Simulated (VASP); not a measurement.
Set up this calculation in VASP 6.6.1, as the native input.

```
Task                   : single point
Functional             : PBEsol
Potentials or basis    : VASP PAW PBE potentials, release 64 (Au)
Cutoff                 : 520 eV
k mesh                 : 20 × 20 × 10
Occupations            : gaussian, width 0.15 eV
Spin                   : no spin polarisation
Dipole correction      : no
Further INCAR settings : ALGO = Fast; EDIFF = 1e-06; NBANDS = 18
```

The structure of Au lies in POSCAR:

```
Au
1.0
    1.4113099650     -2.5559330250      0.0000000000
    1.4113099650      2.5559330250      0.0000000000
    0.0000000000      0.0000000000      4.8931696100
Au
2
Direct
    0.5534988687      0.3402168963      0.2500000000
    0.3346720300      0.6653279700      0.7500000000
```

This cell differs from its parent crystal: atom 1 (Au) moved by (-0.150, +0.300) A along x and y.

The input as run:

INCAR

```
SYSTEM = Au
  PREC = Accurate
  ENCUT = 520
  EDIFF = 1E-6
  ISMEAR = 0
  SIGMA = 0.15
  LREAL = .FALSE.
  LASPH = .TRUE.
  NELM = 100
  ALGO = Fast
  ISIF = 2
  LWAVE = .FALSE.
  LCHARG = .FALSE.
  GGA = PS
  NBANDS = 18
```

KPOINTS

```
regular mesh
0
G
  20 20 10
  0 0 0
```

Potentials or basis: VASP PAW PBE potentials, release 64 (Au).

Launch:

```sh
$ cat potpaw_PBE.64/Au/POTCAR > POTCAR
$ mpirun -np 1 vasp_std > vasp.out
```

Results of the run:

| Property | Result |
| --- | --- |
| Pressure | -4.9 GPa |
| Largest force | 0.189 eV/Å |
| Band gap on the k mesh | zero (bands 11 and 12 overlap by 6.29 eV) |

Caveat: the cell differs from its parent crystal (atom 1 (Au) moved by (-0.150, +0.300) A along x and y); the cell stands under tension; the PAW data sets were made with another functional, which shifts forces and pressure a little; spin-orbit coupling is left out, which moves the levels of the heavy elements.

Run time: 16 min on 1 thread of Oxide Virtual Turin-like Processor, on a shared host, peak memory 0.64 GiB.
